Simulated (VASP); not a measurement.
# Zr in VASP: further runs

Runs on Zr. Level: PBE. Tasks: single point.

Everything below comes from runs of VASP 6.6.1. Logs are shortened: lines on timing, memory, paths and dates and some standing lists are left out, and cuts for length are marked.

## 1. The cell of the first run

The cell holds a wire or tube with vacuum around it, 10 atoms: a = 15.500 Å, b = 14.900 Å, c = 4.829 Å, α = 90.00°, β = 90.00°, γ = 90.00°.

## 2. Single point, PBE

Contents of INCAR:

```
SYSTEM = Zr
PREC     = Accurate       ! precision mode
ENCUT    = 520            ! plane-wave cutoff, eV
EDIFF    = 1E-6           ! SCF threshold, eV
ISMEAR   = 0              ! smearing method
SIGMA    = 0.05           ! smearing width, eV
LREAL    = .False.        ! projectors in reciprocal space
LASPH    = .True.         ! aspherical terms in the spheres
NELM     = 80             ! most SCF steps
ALGO     = Normal         ! electronic algorithm
ISIF     = 2              ! what is computed and relaxed
LWAVE    = .False.        ! write WAVECAR
LCHARG   = .True.         ! write CHGCAR
GGA      = PE             ! functional
LELF     = .True.         ! ELF
LVHAR    = .True.       
NBANDS   = 71             ! bands
```

Contents of KPOINTS:

```
regular mesh
0
Gamma
  1 1 7
  0 0 0
```

Contents of POSCAR:

```
Zr
1.0
   15.5000000000      0.0000000000      0.0000000000
    0.0000000000     14.9000000000      0.0000000000
    0.0000000000      0.0000000000      4.8292607020
Zr
10
Direct
    0.4117911908      0.3261528569      0.2500000000
    0.2987771626      0.4721896465      0.2500000000
    0.5882088092      0.3261528569      0.2500000000
    0.5000000000      0.4930663337      0.2500000000
    0.3942041698      0.6490364441      0.2500000000
    0.7012228374      0.4721896465      0.2500000000
    0.6057958302      0.6490364441      0.2500000000
    0.3885389590      0.4810853683      0.7500000000
    0.6114610410      0.4810853683      0.7500000000
    0.5000000000      0.6500050346      0.7500000000
```

Potentials or basis: VASP PAW PBE potentials, release 64 (Zr_sv).

The run is started by

```bash
$ cat potpaw_PBE.64/Zr_sv/POTCAR > POTCAR
$ mpirun -np 1 vasp_std > vasp.out
```

OUTCAR:

```text
SYSTEM = Zr
   PREC = Accurate
   ENCUT = 520
   EDIFF = 1E-6
   ISMEAR = 0
   LREAL = .False.
   LASPH = .True.
   NELM = 80
   ISIF = 2
   GGA = PE

 ion  position               nearest neighbor table
   1  0.412  0.326  0.250-   3 2.73   2 2.79   4 2.84   8 3.36   8 3.36
   2  0.299  0.472  0.250-   8 2.79   8 2.79   1 2.79   5 3.02   4 3.13
   3  0.588  0.326  0.250-   1 2.73   6 2.79   4 2.84   9 3.36   9 3.36
   4  0.500  0.493  0.250-   1 2.84   3 2.84   5 2.84   7 2.84   8 2.97   9 2.97   8 2.97   9 2.97
                             6 3.13   2 3.13  10 3.36  10 3.36
   5  0.394  0.649  0.250-   4 2.84  10 2.92  10 2.92   2 3.02   7 3.28   8 3.48   8 3.48
   6  0.701  0.472  0.250-   9 2.79   9 2.79   3 2.79   7 3.02   4 3.13
   7  0.606  0.649  0.250-   4 2.84  10 2.92  10 2.92   6 3.02   5 3.28   9 3.48   9 3.48
   8  0.389  0.481  0.750-   2 2.79   2 2.79   4 2.97   4 2.97  10 3.05   1 3.36   1 3.36   9 3.46
                             5 3.48   5 3.48
   9  0.611  0.481  0.750-   6 2.79   6 2.79   4 2.97   4 2.97  10 3.05   3 3.36   3 3.36   8 3.46
                             7 3.48   7 3.48
  10  0.500  0.650  0.750-   5 2.92   7 2.92   5 2.92   7 2.92   8 3.05   9 3.05   4 3.36   4 3.36

  LATTYP: Found a simple orthorhombic cell.
 ALAT       =     4.8292607020
 B/A-ratio  =     3.0853583849
 C/A-ratio  =     3.2096010045

  Lattice vectors:

 A1 = (   0.0000000000,   0.0000000000,  -4.8292607020)
 A2 = (   0.0000000000,  14.9000000000,   0.0000000000)
 A3 = (  15.5000000000,   0.0000000000,   0.0000000000)

Analysis of symmetry for initial positions (statically):
=====================================================================
 Subroutine PRICEL returns:
 Original cell was already a primitive cell.

 Routine SETGRP: Setting up the symmetry group for a
 simple orthorhombic supercell.

 Subroutine GETGRP returns: Found  4 space group operations
 (whereof  2 operations were pure point group operations)
 out of a pool of  8 trial point group operations.

The static configuration has the point symmetry C_1h.
 The point group associated with its full space group is C_2v.

Analysis of symmetry for dynamics (positions and initial velocities):
=====================================================================
 Subroutine PRICEL returns:
 Original cell was already a primitive cell.

 Routine SETGRP: Setting up the symmetry group for a
 simple orthorhombic supercell.

 Subroutine GETGRP returns: Found  4 space group operations
 (whereof  2 operations were pure point group operations)
 out of a pool of  8 trial point group operations.

The dynamic configuration has the point symmetry C_1h.
 The point group associated with its full space group is C_2v.

 Subroutine INISYM returns: Found  4 space group operations
 (whereof  2 operations are pure point group operations),
 and found     1 'primitive' translations

----------------------------------------------------------------------------------------

                                     Primitive cell

  volume of cell :    1115.3178

  direct lattice vectors                    reciprocal lattice vectors
    15.500000000  0.000000000  0.000000000     0.064516129  0.000000000  0.000000000
     0.000000000 14.900000000  0.000000000     0.000000000  0.067114094  0.000000000
     0.000000000  0.000000000  4.829260702     0.000000000  0.000000000  0.207071033

  length of vectors
    15.500000000 14.900000000  4.829260702     0.064516129  0.067114094  0.207071033

  position of ions in fractional coordinates (direct lattice)
     0.411791191  0.326152857  0.250000000
     0.298777163  0.472189646  0.250000000
     0.588208809  0.326152857  0.250000000
     0.500000000  0.493066334  0.250000000
     0.394204170  0.649036444  0.250000000
     0.701222837  0.472189646  0.250000000
     0.605795830  0.649036444  0.250000000
     0.388538959  0.481085368  0.750000000
     0.611461041  0.481085368  0.750000000
     0.500000000  0.650005035  0.750000000

  ion indices of the primitive-cell ions
   primitive index   ion index
                 1           1
                 2           2
                 3           3
                 4           4
                 5           5
                 6           6
                 7           7
                 8           8
                 9           9
                10          10

----------------------------------------------------------------------------------------

 KPOINTS: regular mesh

Automatic generation of k-mesh.
 Grid dimensions read from file:
 generate k-points for:    1    1    7

 Generating k-lattice:

  Cartesian coordinates                     Fractional coordinates (reciprocal lattice)
     0.064516129  0.000000000  0.000000000     1.000000000  0.000000000  0.000000000
     0.000000000  0.067114094  0.000000000     0.000000000  1.000000000  0.000000000
     0.000000000  0.000000000  0.029581576     0.000000000  0.000000000  0.142857143

  Length of vectors
     0.064516129  0.067114094  0.029581576

  Shift w.r.t. Gamma in fractional coordinates (k-lattice)
     0.000000000  0.000000000  0.000000000

 Subroutine IBZKPT returns following result:
 ===========================================

 Found      4 irreducible k-points:

 Following reciprocal coordinates:
            Coordinates               Weight
  0.000000  0.000000  0.000000      1.000000
  0.000000  0.000000  0.142857      2.000000
  0.000000  0.000000  0.285714      2.000000
  0.000000  0.000000  0.428571      2.000000
   k-points           NKPTS =      4   k-points in BZ     NKDIM =      4   number of bands    NBANDS=     71
   number of dos      NEDOS =    301   number of ions     NIONS =     10
   total plane-waves  NPLWV = 483840
   dimension x,y,z NGX =   120 NGY =  112 NGZ =   36
   dimension x,y,z NGXF=   240 NGYF=  224 NGZF=   72
   ions per type =              10
   NGX,Y,Z   is equivalent  to a cutoff of  12.87, 12.50, 12.39 a.u.
   NGXF,Y,Z  is equivalent  to a cutoff of  25.74, 24.99, 24.79 a.u.
 SYSTEM =  Zr
   PREC   = accura    normal or accurate (medium, high low for compatibility)
   ISTART =      0    job   : 0-new  1-cont  2-samecut
   ICHARG =      2    charge: 1-file 2-atom 10-const
   ISPIN  =      1    spin polarized calculation?
   LNONCOLLINEAR =      F non collinear calculations
   LSORBIT =      F    spin-orbit coupling
   LASPH  =      T    aspherical Exc in radial PAW
   ENCUT  =  520.0 eV  38.22 Ry    6.18 a.u.  28.82 27.70  8.98*2*pi/ulx,y,z
   NELM   =     80;   NELMIN=  2; NELMDL= -5     # of ELM steps
   EDIFF  = 0.1E-05   stopping-criterion for ELM
   LREAL  =      F    real-space projection
   EDIFFG = 0.1E-04   stopping-criterion for IOM
   NSW    =      0    number of steps for IOM
   IBRION =     -1    ionic relax: 0-MD 1-quasi-New 2-CG
   NFREE  =      0    steps in history (QN), initial steepest desc. (CG)
   ISIF   =      2    stress and relaxation
   ISYM   =      2    0-nonsym 1-usesym 2-fastsym
   POTIM  = 0.5000    time-step for ionic-motion
   TEBEG  =    0.0;   TEEND  =   0.0 temperature during run
   PSTRESS=    0.0 pullay stress
   NELECT =     120.0000    total number of electrons
   NUPDOWN=      -1.0000    fix difference up-down
   EMIN   =  10.00;   EMAX   =-10.00  energy-range for DOS
   EFERMI =   0.00;   METHOD = LEGACY
   ISMEAR =     0;   SIGMA  =   0.05  broadening in eV -4-tet -1-fermi 0-gaus
   EFERMI_NEDOS =   21; number of points for ismear=-14 and -15
   IALGO  =     38    algorithm
   IMIX   =      4    mixing-type and parameters
     AMIX     =   0.40;   BMIX     =  1.00
     AMIX_MAG =   1.60;   BMIX_MAG =  1.00
  volume/ion in A,a.u.               =     111.53       752.65
  Fermi-wavevector in a.u.,A,eV,Ry     =   0.778638  1.471413  8.248905  0.606277
  Thomas-Fermi vector in A             =   1.881576
   LORBIT       =      0    0 simple, 1 ext, 2 COOP (PROOUT), +10 PAW based schemes
   GGA     = PE    functional components
   LHFCALC =     F    Hartree Fock is set to
   AEXX    =    0.0000 exact exchange contribution
   IVDW    =     0    specifies the selected vdW correction
   LEPSILON=     F    determine dielectric tensor
   LRPA    =     F    only Hartree local field effects (RPA)
 non-spin polarized calculation
 Gauss-broadening in eV      SIGMA  =   0.05
  energy-cutoff  :      520.00
  volume of cell :     1115.32
 maximum number of plane-waves:     30088
 NGX is ok and might be reduce to   120
   NGX = 57   NGY = 55   NGZ = 17

 number of electron     119.9999998 magnetization

 Free energy of the ion-electron system (eV)
  ---------------------------------------------------
  ext. energy  EPLUGINS =         0.00000000
  ---------------------------------------------------
  free energy    TOTEN  =       -70.58186668 eV

  energy without entropy =      -70.56893290  energy(sigma->0) =      -70.57539979

 E-fermi :  -0.6299     XC(G=0):  -3.5733

 val. band max:       -0.6956543542   @ k =   0.0000   0.0000   0.2857
 cond. band min:      -0.6241849008   @ k =   0.0000   0.0000   0.0000
 fundamental gap:      0.0714694533
 Fermi energy:        -0.6299187929

 k-point     1 :       0.0000    0.0000    0.0000
  band No.  band energies     occupation
      1     -49.4816      2.00000
      2     -49.4456      2.00000
      3     -49.4167      2.00000
      4     -49.3688      2.00000
      5     -49.2942      2.00000
      6     -49.2639      2.00000
[... 63 lines left out ...]
     70       0.3883      0.00000
     71       0.5255      0.00000

 k-point     2 :       0.0000    0.0000    0.1429
  band No.  band energies     occupation
      1     -49.4803      2.00000
      2     -49.4430      2.00000
      3     -49.4160      2.00000
      4     -49.3670      2.00000
      5     -49.2900      2.00000
      6     -49.2614      2.00000
[... 63 lines left out ...]
     70       0.4671      0.00000
     71       0.6605      0.00000

 k-point     3 :       0.0000    0.0000    0.2857
  band No.  band energies     occupation
      1     -49.4777      2.00000
      2     -49.4368      2.00000
      3     -49.4146      2.00000
      4     -49.3629      2.00000
      5     -49.2798      2.00000
      6     -49.2551      2.00000
[... 63 lines left out ...]
     70       0.5598      0.00000
     71       0.7908      0.00000

 k-point     4 :       0.0000    0.0000    0.4286
  band No.  band energies     occupation
      1     -49.4758      2.00000
      2     -49.4315      2.00000
      3     -49.4137      2.00000
      4     -49.3597      2.00000
      5     -49.2711      2.00000
      6     -49.2493      2.00000
[... 63 lines left out ...]
     70       0.5871      0.00000
     71       0.6637      0.00000

------------------------ aborting loop because EDIFF is reached ----------------------------------------

  FORCE on cell =-STRESS in cart. coord.  units (eV):
  Direction    XX          YY          ZZ          XY          YZ          ZX
  --------------------------------------------------------------------------------------
  -------------------------------------------------------------------------------------
  Total        0.0038683     -0.0612363      0.0266987      0.0000000      0.0000000      0.0000000
  in kB        0.0055568     -0.0879672      0.0383533      0.0000000      0.0000000      0.0000000
  external PRESSURE =      -0.0146857 kB  Pullay stress =       0.0000000 kB

 VOLUME and BASIS-vectors are now :
 -----------------------------------------------------------------------------
  energy-cutoff  :      520.00
  volume of cell :     1115.32
      direct lattice vectors                 reciprocal lattice vectors
    15.500000000  0.000000000  0.000000000     0.064516129  0.000000000  0.000000000
     0.000000000 14.900000000  0.000000000     0.000000000  0.067114094  0.000000000
     0.000000000  0.000000000  4.829260702     0.000000000  0.000000000  0.207071033

 POSITION                                       TOTAL-FORCE (eV/Angst)
 -----------------------------------------------------------------------------------
      6.38276      4.85968      1.20732        -0.015286     -0.009950     -0.000000
      4.63105      7.03563      1.20732        -0.011752      0.004516     -0.000000
      9.11724      4.85968      1.20732         0.015286     -0.009950     -0.000000
      7.75000      7.34669      1.20732        -0.000000      0.005638     -0.000000
      6.11016      9.67064      1.20732        -0.002950      0.004193      0.000000
     10.86895      7.03563      1.20732         0.011752      0.004516     -0.000000
      9.38984      9.67064      1.20732         0.002950      0.004193     -0.000000
      6.02235      7.16817      3.62195         0.003343     -0.001944     -0.000000
      9.47765      7.16817      3.62195        -0.003343     -0.001944     -0.000000
      7.75000      9.68508      3.62195        -0.000000      0.000730     -0.000000
 -----------------------------------------------------------------------------------
    total drift:                                0.000000     -0.000149     -0.000000

  FREE ENERGIE OF THE ION-ELECTRON SYSTEM (eV)
  ---------------------------------------------------
  free  energy   TOTEN  =       -70.5818666830 eV

  energy  without entropy=      -70.5689328959  energy(sigma->0) =      -70.57539979
```

It took 8.2 min on 1 thread of Intel Xeon 6975P-C (Granite Rapids), shared host; peak memory 0.93 GiB.

What came out:

```
Free energy   : -70.5819 eV
Largest force : 0.018 eV/Å
```

Forces in eV/Å, atoms in the order of the input:
```
Zr  -0.015 -0.010  0.000
Zr  -0.012  0.005  0.000
Zr   0.015 -0.010  0.000
Zr   0.000  0.006  0.000
Zr  -0.003  0.004  0.000
Zr   0.012  0.005  0.000
Zr   0.003  0.004  0.000
Zr   0.003 -0.002  0.000
Zr  -0.003 -0.002  0.000
Zr   0.000  0.001  0.000
```

Levels at points of the mesh, in eV from the Fermi level:
```
           k point  band 58  band 59  band 60  band 61  band 62  band 63
(0.00, 0.00, 0.00)    -0.35    -0.29     0.01     0.13     0.15     0.26
```

(Part 1 of 2 ends here.)
